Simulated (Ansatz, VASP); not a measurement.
PtSe2: VASP beside Ansatz

```
Se Pt
1.0
     3.76031    0.00000    0.00000
    -1.88015    3.25652    0.00000
     0.00000    0.00000   22.39970
Se Pt
4 2
Direct
  0.66667 0.33333 0.33390
  0.33333 0.66667 0.44670
  0.66667 0.33333 0.55330
  0.33333 0.66667 0.66610
  0.00000 0.00000 0.39075
  0.00000 0.00000 0.60925
```

Alike in both runs: task single point; functional PBEsol; k mesh 9 × 9 × 1; occupations gaussian, width 0.1 eV; non-collinear spin, spin-orbit coupling.

```csv
,VASP,Ansatz
version,VASP 6.6.1,Ansatz 0.2.0
potentials or method,"VASP PAW PBE potentials, release 64 (Se, Pt), cutoff 520 eV","plane waves, PAW"
valence electrons in the cell,44,100
```

```csv
,VASP,Ansatz,Ansatz less VASP
rms of the force components (eV/Å),0.018,0.007,-0.0109
net moment per atom (μB),0.00,0.00,0.000
```

VASP's potentials were made for PBE, not for PBEsol. With one functional, cell and mesh, what is left measures potentials, basis and numerics. VASP's potentials hold 44 valence electrons a cell and Ansatz's 100, so a difference there can come from the potentials and not from the codes.
